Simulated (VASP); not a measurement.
A run of VASP 6.6.1 is set up as follows.

The input INCAR:

```
PREC = Accurate ; ENCUT = 520
EDIFF = 1E-6 ; ISMEAR = -1
SIGMA = 0.05 ; LREAL = F
LASPH = T ; NELM = 60
ALGO = Normal ; ISIF = 2
LWAVE = F ; LCHARG = F
GGA = CA ; NBANDS = 26
```

The input KPOINTS:

```
Automatic mesh
0
Gamma
  10 10 3
```

File POSCAR:

```
SiC
1.0
    3.0756941497      0.0000000000      0.0000000000
   -1.5378470748      2.6636292679      0.0000000000
    0.0000000000      0.0000000000     10.0706464800
Si C
4 4
Direct
    0.0000000000      0.0000000000      0.1878943800
    0.0000000000      0.0000000000      0.6878943800
    0.3333333333      0.6666666667      0.4378419800
    0.6666666667      0.3333333333      0.9378419800
    0.0000000000      0.0000000000      0.0004600500
    0.0000000000      0.0000000000      0.5004600500
    0.3333333333      0.6666666667      0.2498025900
    0.6666666667      0.3333333333      0.7498025900
```

Potentials or basis: VASP PAW LDA potentials, release 64 (Si, C).

The run is started by

```console
$ cat potpaw_LDA.64/Si/POTCAR potpaw_LDA.64/C/POTCAR > POTCAR
$ mpirun -np 1 vasp_std > vasp.out
```

(1) Estimate the largest force.

(2) Predict the pressure.

Answers

(1) 0.005 eV/Å.

(2) -3.4 GPa.
